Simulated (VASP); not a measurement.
# Sb (Pm-3m) in VASP: settings compared

The runs below take Sb through single point, with PBE, LDA.

Program: VASP 6.6.1. These are calculated values, not measurements. Logs are shortened: lines on timing, memory, paths and dates and some standing lists are left out, and cuts for length are marked.

### Step 1. The cell of the first run

The structure is cubic, space group Pm-3m (No. 221). The conventional cell has a = 3.160 Å, b = 3.160 Å, c = 3.160 Å, α = 90.00°, β = 90.00°, γ = 90.00°. Within 4.2 Å of Sb (site symmetry m-3m) lie 6 Sb at 3.16 Å.

### Step 2. Single point, PBE

Contents of INCAR:

```
PREC = Accurate
ENCUT = 520
EDIFF = 1E-6
ISMEAR = 0
SIGMA = 0.026000000000000002
LREAL = False
LASPH = True
NELM = 60
ALGO = Normal
ISIF = 2
LWAVE = False
LCHARG = False
GGA = PE
NBANDS = 8
```

Contents of KPOINTS:

```
regular mesh
0
Gamma
  8 8 8
```

Contents of POSCAR:

```
Sb
1.0
    3.1600000000      0.0000000000      0.0000000000
    0.0000000000      3.1600000000      0.0000000000
    0.0000000000      0.0000000000      3.1600000000
Sb
1
Direct
    0.0000000000      0.0000000000      0.0000000000
```

Potentials or basis: VASP PAW PBE potentials, release 64 (Sb).

Started as:

```
$ cat potpaw_PBE.64/Sb/POTCAR > POTCAR
$ mpirun -np 1 vasp_std > vasp.out
```

OUTCAR:

```text
PREC = Accurate
   ENCUT = 520
   EDIFF = 1E-6
   ISMEAR = 0
   LREAL = False
   LASPH = True
   NELM = 60
   ISIF = 2
   GGA = PE

 ion  position               nearest neighbor table
   1  0.000  0.000  0.000-

  LATTYP: Found a simple cubic cell.
 ALAT       =     3.1600000000

  Lattice vectors:

 A1 = (   3.1600000000,   0.0000000000,   0.0000000000)
 A2 = (   0.0000000000,   3.1600000000,   0.0000000000)
 A3 = (   0.0000000000,   0.0000000000,   3.1600000000)

Analysis of symmetry for initial positions (statically):
=====================================================================
 Subroutine PRICEL returns:
 Original cell was already a primitive cell.

 Routine SETGRP: Setting up the symmetry group for a
 simple cubic supercell.

 Subroutine GETGRP returns: Found 48 space group operations
 (whereof 48 operations were pure point group operations)
 out of a pool of 48 trial point group operations.

The static configuration has the point symmetry O_h .

Analysis of symmetry for dynamics (positions and initial velocities):
=====================================================================
 Subroutine PRICEL returns:
 Original cell was already a primitive cell.

 Routine SETGRP: Setting up the symmetry group for a
 simple cubic supercell.

 Subroutine GETGRP returns: Found 48 space group operations
 (whereof 48 operations were pure point group operations)
 out of a pool of 48 trial point group operations.

The dynamic configuration has the point symmetry O_h .

 Subroutine INISYM returns: Found 48 space group operations
 (whereof 48 operations are pure point group operations),
 and found     1 'primitive' translations

----------------------------------------------------------------------------------------

                                     Primitive cell

  volume of cell :      31.5545

  direct lattice vectors                    reciprocal lattice vectors
     3.160000000  0.000000000  0.000000000     0.316455696  0.000000000  0.000000000
     0.000000000  3.160000000  0.000000000     0.000000000  0.316455696  0.000000000
     0.000000000  0.000000000  3.160000000     0.000000000  0.000000000  0.316455696

  length of vectors
     3.160000000  3.160000000  3.160000000     0.316455696  0.316455696  0.316455696

  position of ions in fractional coordinates (direct lattice)
     0.000000000  0.000000000  0.000000000

  ion indices of the primitive-cell ions
   primitive index   ion index
                 1           1

----------------------------------------------------------------------------------------

 KPOINTS: regular mesh

Automatic generation of k-mesh.
 Grid dimensions read from file:
 generate k-points for:    8    8    8

 Generating k-lattice:

  Cartesian coordinates                     Fractional coordinates (reciprocal lattice)
     0.039556962  0.000000000  0.000000000     0.125000000  0.000000000  0.000000000
     0.000000000  0.039556962  0.000000000     0.000000000  0.125000000  0.000000000
     0.000000000  0.000000000  0.039556962     0.000000000  0.000000000  0.125000000

  Length of vectors
     0.039556962  0.039556962  0.039556962

  Shift w.r.t. Gamma in fractional coordinates (k-lattice)
     0.000000000  0.000000000  0.000000000

 Subroutine IBZKPT returns following result:
 ===========================================

 Found     35 irreducible k-points:

 Following reciprocal coordinates:
            Coordinates               Weight
  0.000000  0.000000  0.000000      1.000000
  0.125000  0.000000  0.000000      6.000000
  0.250000  0.000000  0.000000      6.000000
  0.375000  0.000000  0.000000      6.000000
  0.500000  0.000000  0.000000      3.000000
  0.125000  0.125000  0.000000     12.000000
[... 16 lines left out ...]
  0.375000  0.375000  0.125000     24.000000
  0.500000  0.375000  0.125000     24.000000
 [... further k-points ...]
   k-points           NKPTS =     35   k-points in BZ     NKDIM =     35   number of bands    NBANDS=      8
   number of dos      NEDOS =    301   number of ions     NIONS =      1
   total plane-waves  NPLWV =  13824
   dimension x,y,z NGX =    24 NGY =   24 NGZ =   24
   dimension x,y,z NGXF=    48 NGYF=   48 NGZF=   48
   ions per type =               1
   NGX,Y,Z   is equivalent  to a cutoff of  12.63, 12.63, 12.63 a.u.
   NGXF,Y,Z  is equivalent  to a cutoff of  25.25, 25.25, 25.25 a.u.
 SYSTEM =  unknown system
   PREC   = accura    normal or accurate (medium, high low for compatibility)
   ISTART =      0    job   : 0-new  1-cont  2-samecut
   ICHARG =      2    charge: 1-file 2-atom 10-const
   ISPIN  =      1    spin polarized calculation?
   LNONCOLLINEAR =      F non collinear calculations
   LSORBIT =      F    spin-orbit coupling
   LASPH  =      T    aspherical Exc in radial PAW
   ENCUT  =  520.0 eV  38.22 Ry    6.18 a.u.   5.88  5.88  5.88*2*pi/ulx,y,z
   NELM   =     60;   NELMIN=  2; NELMDL= -5     # of ELM steps
   EDIFF  = 0.1E-05   stopping-criterion for ELM
   LREAL  =      F    real-space projection
   EDIFFG = 0.1E-04   stopping-criterion for IOM
   NSW    =      0    number of steps for IOM
   IBRION =     -1    ionic relax: 0-MD 1-quasi-New 2-CG
   NFREE  =      0    steps in history (QN), initial steepest desc. (CG)
   ISIF   =      2    stress and relaxation
   ISYM   =      2    0-nonsym 1-usesym 2-fastsym
   POTIM  = 0.5000    time-step for ionic-motion
   TEBEG  =    0.0;   TEEND  =   0.0 temperature during run
   PSTRESS=    0.0 pullay stress
   NELECT =       5.0000    total number of electrons
   NUPDOWN=      -1.0000    fix difference up-down
   EMIN   =  10.00;   EMAX   =-10.00  energy-range for DOS
   EFERMI =   0.00;   METHOD = LEGACY
   ISMEAR =     0;   SIGMA  =   0.03  broadening in eV -4-tet -1-fermi 0-gaus
   EFERMI_NEDOS =   21; number of points for ismear=-14 and -15
   IALGO  =     38    algorithm
   IMIX   =      4    mixing-type and parameters
     AMIX     =   0.40;   BMIX     =  1.00
     AMIX_MAG =   1.60;   BMIX_MAG =  1.00
  volume/ion in A,a.u.               =      31.55       212.94
  Fermi-wavevector in a.u.,A,eV,Ry     =   0.885886  1.674081 10.677766  0.784794
  Thomas-Fermi vector in A             =   2.006979
   LORBIT       =      0    0 simple, 1 ext, 2 COOP (PROOUT), +10 PAW based schemes
   GGA     = PE    functional components
   LHFCALC =     F    Hartree Fock is set to
   AEXX    =    0.0000 exact exchange contribution
   IVDW    =     0    specifies the selected vdW correction
   LEPSILON=     F    determine dielectric tensor
   LRPA    =     F    only Hartree local field effects (RPA)
 non-spin polarized calculation
 Gauss-broadening in eV      SIGMA  =   0.03
  energy-cutoff  :      520.00
  volume of cell :       31.55
 maximum number of plane-waves:       876
 NGX is ok and might be reduce to    24
   NGX = 11   NGY = 11   NGZ = 11

 number of electron       5.0000001 magnetization

 Free energy of the ion-electron system (eV)
  ---------------------------------------------------
  ext. energy  EPLUGINS =         0.00000000
  ---------------------------------------------------
  free energy    TOTEN  =        -4.06396467 eV

  energy without entropy =       -4.06259697  energy(sigma->0) =       -4.06328082

 E-fermi :   6.3864     XC(G=0):  -9.3891

 val. band max:        6.3844717298   @ k =   0.3750   0.2500   0.1250
 cond. band min:       6.6204066498   @ k =   0.2500   0.2500   0.2500
 fundamental gap:      0.2359349200
 Fermi energy:         6.3863953924

 k-point     1 :       0.0000    0.0000    0.0000
  band No.  band energies     occupation
      1      -5.5255      2.00000
      2       9.5669      0.00000
      3       9.5669      0.00000
      4       9.5669      0.00000
      5      13.3114      0.00000
      6      13.3114      0.00000
      7      14.3652      0.00000
      8      23.7580      0.00000

 k-point     2 :       0.1250    0.0000    0.0000
  band No.  band energies     occupation
      1      -5.3134      2.00000
      2       7.4870      0.00000
      3       9.7711      0.00000
      4       9.7711      0.00000
      5      13.4854      0.00000
      6      14.1041      0.00000
      7      16.1470      0.00000
      8      22.1884      0.00000

 k-point     3 :       0.2500    0.0000    0.0000
  band No.  band energies     occupation
      1      -4.7034      2.00000
      2       4.6075      2.00000
      3      10.3295      0.00000
      4      10.3295      0.00000
      5      13.9944      0.00000
      6      14.7488      0.00000
      7      19.5965      0.00000
      8      20.0970      0.00000

 k-point     4 :       0.3750    0.0000    0.0000
  band No.  band energies     occupation
      1      -3.8389      2.00000
      2       2.2775      2.00000
      3      11.0312      0.00000
      4      11.0312      0.00000
      5      14.7569      0.00000
      6      15.7437      0.00000
      7      18.4131      0.00000
      8      18.4131      0.00000

 k-point     5 :       0.5000    0.0000    0.0000
  band No.  band energies     occupation
      1      -3.3069      2.00000
      2       1.2456      2.00000
      3      11.3943      0.00000
      4      11.3943      0.00000
      5      15.2884      0.00000
      6      16.8885      0.00000
      7      17.5430      0.00000
      8      17.7150      0.00000
[... 177 lines left out ...]
 k-point    22 :       0.5000    0.2500    0.1250
  band No.  band energies     occupation
      1      -2.2493      2.00000
      2       2.2108      2.00000
      3       6.8182      0.00000
      4      10.3059      0.00000
      5      11.8734      0.00000
      6      15.2459      0.00000
      7      18.5948      0.00000
      8      19.6383      0.00000

 k-point    23 :       0.3750    0.3750    0.1250
  band No.  band energies     occupation
      1      -1.9011      2.00000
      2       3.8794      2.00000
      3       4.1567      2.00000
      4      10.5218      0.00000
      5      10.8265      0.00000
      6      16.6460      0.00000
      7      16.9995      0.00000
      8      19.4909      0.00000

 k-point    24 :       0.5000    0.3750    0.1250
  band No.  band energies     occupation
      1      -1.3387      2.00000
      2       2.9472      2.00000
      3       4.4427      2.00000
      4       9.8677      0.00000
      5      11.0566      0.00000
      6      16.0531      0.00000
      7      17.3340      0.00000
      8      20.0485      0.00000

 [... further k-points ...]
[... 5 lines left out ...]
  --------------------------------------------------------------------------------------
  -------------------------------------------------------------------------------------
  Total       -0.4517697     -0.4517697     -0.4517697     -0.0000000      0.0000000     -0.0000000
  in kB      -22.9385737    -22.9385737    -22.9385737     -0.0000000      0.0000000     -0.0000000
  external PRESSURE =     -22.9385737 kB  Pullay stress =       0.0000000 kB

 VOLUME and BASIS-vectors are now :
 -----------------------------------------------------------------------------
  energy-cutoff  :      520.00
  volume of cell :       31.55
      direct lattice vectors                 reciprocal lattice vectors
     3.160000000  0.000000000  0.000000000     0.316455696  0.000000000  0.000000000
     0.000000000  3.160000000  0.000000000     0.000000000  0.316455696  0.000000000
     0.000000000  0.000000000  3.160000000     0.000000000  0.000000000  0.316455696

 POSITION                                       TOTAL-FORCE (eV/Angst)
 -----------------------------------------------------------------------------------
      0.00000      0.00000      0.00000         0.000000      0.000000      0.000000
 -----------------------------------------------------------------------------------
    total drift:                               -0.000000      0.000000      0.000000

  FREE ENERGIE OF THE ION-ELECTRON SYSTEM (eV)
  ---------------------------------------------------
  free  energy   TOTEN  =        -4.0639646729 eV

  energy  without entropy=       -4.0625969682  energy(sigma->0) =       -4.06328082
```

Wall time 2.7 s (1 thread of Intel Xeon 6975P-C (Granite Rapids), shared host); peak memory 0.13 GiB.

Results:

- Free energy: -4.0640 eV
- Pressure: -2.3 GPa

Caveat: spin-orbit coupling is left out, which moves the levels of the heavy elements.

### Step 3. Single point, PBE

Contents of INCAR:

```
SYSTEM = Sb
ALGO = Normal
EDIFF = 1E-6
ENCUT = 520
GGA = PE
ISIF = 2
ISMEAR = 0
LASPH = .True.
LCHARG = .False.
LREAL = .False.
LWAVE = .False.
NBANDS = 8
NELM = 100
PREC = Accurate
SIGMA = 0.027000000000000003
```

Contents of KPOINTS:

```
k-points
0
Gamma
  8 8 8
  0 0 0
```

POSCAR is that of step 2.

Potentials or basis: VASP PAW PBE potentials, release 64 (Sb).

Started as:

```
$ cat potpaw_PBE.64/Sb/POTCAR > POTCAR
$ mpirun -np 1 vasp_std > vasp.out
```

Run time: 2.6 s. Hardware: 1 thread of Intel Xeon 6975P-C (Granite Rapids), shared host; peak memory 0.13 GiB.

Results (log left out):

```yaml
Free_energy: -4.0640 eV
Pressure: -2.3 GPa
```

Levels at points of the mesh, in eV from the Fermi level:
```csv
k point,band 1,band 2,band 3,band 4,band 5,band 6,band 7,band 8
"(0.00, 0.00, 0.00)",-11.91,3.18,3.18,3.18,6.92,6.92,7.98,17.37
"(0.50, 0.00, 0.00)",-9.69,-5.14,5.01,5.01,8.90,10.50,11.16,11.33
"(0.50, 0.50, 0.00)",-7.36,-3.23,-3.23,2.44,6.84,12.45,13.14,13.15
"(0.50, 0.50, 0.50)",-4.79,-1.45,-1.45,-1.45,4.97,4.97,4.97,7.13
```

Caveat: spin-orbit coupling is left out, which moves the levels of the heavy elements.

(Continued in part 2 of 2.)
